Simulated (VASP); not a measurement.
Write the native input for VASP 6.6.1 that does the following.

| Quantity | Value |
| --- | --- |
| Task | single point |
| Functional | PBE |
| Potentials or basis | VASP PAW PBE potentials, release 64 (Rb_sv) |
| Cutoff | 520 eV |
| k mesh | 12 × 12 × 12 |
| Occupations | gaussian, width 0.15 eV |
| Spin | no spin polarisation |
| Dipole correction | no |
| Further INCAR settings | ALGO = Fast; EDIFF = 1e-07; NBANDS = 10 |

The structure of Rb lies in POSCAR:

```
Rb
1.0
   -2.9182400000      2.9182400000      2.5815200000
    2.9182400000     -2.9182400000      2.5815200000
    2.9182400000      2.9182400000     -2.5815200000
Rb
1
Direct
    0.0000000000      0.0000000000      0.0000000000
```

This cell differs from its parent crystal: strain +0.040 along x and y, -0.080 along z.

One way to write it, as run:

INCAR

```
SYSTEM = Rb
  ALGO = Fast
  EDIFF = 1E-7
  ENCUT = 520
  GGA = PE
  ISIF = 2
  ISMEAR = 0
  LASPH = .True.
  LCHARG = .False.
  LREAL = .False.
  LWAVE = .False.
  NBANDS = 10
  NELM = 80
  PREC = Accurate
  SIGMA = 0.15
```

KPOINTS

```
k-points
0
Gamma
  12 12 12
  0 0 0
```

Potentials or basis: VASP PAW PBE potentials, release 64 (Rb_sv).

Launch:

```sh
$ cat potpaw_PBE.64/Rb_sv/POTCAR > POTCAR
$ mpirun -np 1 vasp_std > vasp.out
```

It gave:

```
Pressure               : 0.1 GPa
Band gap on the k mesh : zero (an odd number of electrons rules out a gap without spin polarisation)
```

Caveat: the cell differs from its parent crystal (strain +0.040 along x and y, -0.080 along z).

Wall time 4.5 min on 1 thread of Intel Xeon 8259CL (shared host), peak memory 0.26 GiB.
